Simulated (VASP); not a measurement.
**InP: single point with PBE**

InP:

```
In P
1.0
     0.00000    2.93050    2.93050
     2.93050    0.00000    2.93050
     2.93050    2.93050    0.00000
In P
1 1
Direct
  0.00000 0.00000 0.00000
  0.25000 0.25000 0.25000
```

```
Program             : VASP 6.6.1
Task                : single point
Functional          : PBE
Potentials or basis : VASP PAW PBE potentials, release 64 (In_d, P)
Cutoff              : 520 eV
k mesh              : 10 × 10 × 10
Occupations         : gaussian, width 0.05 eV
Spin                : no spin polarisation
```

```yaml
Pressure: 3.3 GPa
Band_gap_on_the_k_mesh: 0.71 eV, direct
```

Levels at points of the mesh, in eV from the valence-band top:
| k point | band 6 | band 7 | band 8 | band 9 | band 10 | band 11 | band 12 | band 13 |
| --- | --- | --- | --- | --- | --- | --- | --- | --- |
| (0.00, 0.00, 0.00) | -11.52 | 0.00 | 0.00 | 0.00 | 0.71 | 4.09 | 4.09 | 4.09 |
| (0.50, 0.00, 0.00) | -9.79 | -5.73 | -0.97 | -0.97 | 1.50 | 4.81 | 4.81 | 7.10 |
| (0.50, 0.50, 0.00) | -9.14 | -5.75 | -2.32 | -2.32 | 1.76 | 2.27 | 9.21 | 9.60 |

It took 17 s on 1 thread of Intel(R) Xeon(R) Platinum 8559C (Emerald Rapids), on a shared host, peak memory 0.19 GiB.

Caveat: spin-orbit coupling is left out, which moves the levels of the heavy elements. PBE gaps usually lie below the measured ones, often by a third to a half.
